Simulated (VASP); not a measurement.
Runs of VASP 6.6.1 on FeO. The structure is that of space group F-43m (No. 216), or close to it. The cells are those of the table. 

```csv
potentials or basis,cell,cutoff (eV),second run,gap on the mesh (eV),pressure (GPa),moment (μB)
"VASP PAW PBE potentials, release 64 (Fe, O)","a = 3.368 Å, angles 60.0°, 2 atoms",520,-,none,-11.8,4.02
"VASP PAW PBE potentials, release 64 (Fe, O)","a = 3.300 Å, angles 60.0°, 2 atoms",520,-,none,-5.4,4.01
"VASP PAW PBE potentials, release 64 (Fe_sv, O)","a = 3.435 Å, angles 60.0°, 2 atoms",600,valence_matched,none,(a),4.03
"VASP PAW PBE potentials, release 64 (Fe_sv, O)","a = 3.391 Å, angles 60.0°, 2 atoms",600,valence_matched,none,-15.1,4.03
"VASP PAW PBE potentials, release 64 (Fe_sv, O)","a = 3.346 Å, angles 60.0°, 2 atoms",600,valence_matched,none,(b),4.03
```

Alike in all rows: task single point; level PBE; spin collinear, ferromagnetic start; k mesh 10 × 10 × 10; smearing fermi-dirac 0.05 eV.

Fill in the values left out.

(a) -17.8; (b) -12.0.

Caveats: a cell with one magnetic atom can't hold antiferromagnetic order, which such compounds often take; semilocal functionals often make such compounds metallic where correlation or magnetic order opens a gap, which also shifts bond lengths.

A gap of «none» marks levels without a gap at the run's occupations.

The runs don't all hold the same shells in valence.
